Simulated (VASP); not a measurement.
Input of a VASP 6.6.1 run:

The input INCAR:

```
ALGO = Normal ; EDIFF = 1E-7
ENCUT = 520 ; GGA = PE
ISIF = 2 ; ISMEAR = 0
ISPIN = 2 ; LASPH = T
LCHARG = F ; LMAXMIX = 4
LORBIT = 11 ; LREAL = F
LWAVE = F ; MAGMOM = 3 0 0 0 0 0 0 0 0 0
NBANDS = 43 ; NELM = 150
PREC = Accurate ; SIGMA = 0.1
```

File KPOINTS:

```
k-points
0
Gamma
  4 4 4
```

The input POSCAR:

```
CoAuC4N4
1.0
    5.8826218900      0.0000000000      0.0000000000
    0.0000000000      5.8826218900      0.0000000000
    0.0000000000      0.0000000000      5.8826218900
Co C Au N
1 4 1 4
Direct
    0.0000000000      0.0000000000      0.0000000000
    0.1881440800      0.1881440800      0.1881440800
    0.1881440800      0.8118559200      0.8118559200
    0.8118559200      0.1881440800      0.8118559200
    0.8118559200      0.8118559200      0.1881440800
    0.5000000000      0.5000000000      0.5000000000
    0.3029738000      0.3029738000      0.3029738000
    0.3029738000      0.6970262000      0.6970262000
    0.6970262000      0.3029738000      0.6970262000
    0.6970262000      0.6970262000      0.3029738000
```

Potentials or basis: VASP PAW PBE potentials, release 64 (Co, C, Au, N).

The run is started by

```sh
$ cat potpaw_PBE.64/Co/POTCAR potpaw_PBE.64/C/POTCAR potpaw_PBE.64/Au/POTCAR potpaw_PBE.64/N/POTCAR > POTCAR
$ mpirun -np 1 vasp_std > vasp.out
```

**Question.** Predict the pressure.

**Answer.** 3.7 GPa.

**Question.** What does it give for the band gap on the k mesh?

**Answer.** Zero (filled and empty bands overlap).

Forces in eV/Å, atoms in the order of the input:
```
Co   0.000  0.000  0.000
C   -0.630 -0.630 -0.630
C   -0.630  0.630  0.630
C    0.630 -0.630  0.630
C    0.630  0.630 -0.630
Au   0.000  0.000  0.000
N   -0.487 -0.487 -0.487
N   -0.487  0.487  0.487
N    0.487 -0.487  0.487
N    0.487  0.487 -0.487
```

Caveat: the cell stands under pressure; spin-orbit coupling is left out, which moves the levels of the heavy elements; a cell with one magnetic atom can't hold antiferromagnetic order, which such compounds often take; forces of over 1 eV/Å act on the atoms, so gaps and moduli don't describe the material at rest. With open d or f shells a metallic result of PBE can be an artefact of self-interaction; +U or a hybrid may open a gap.
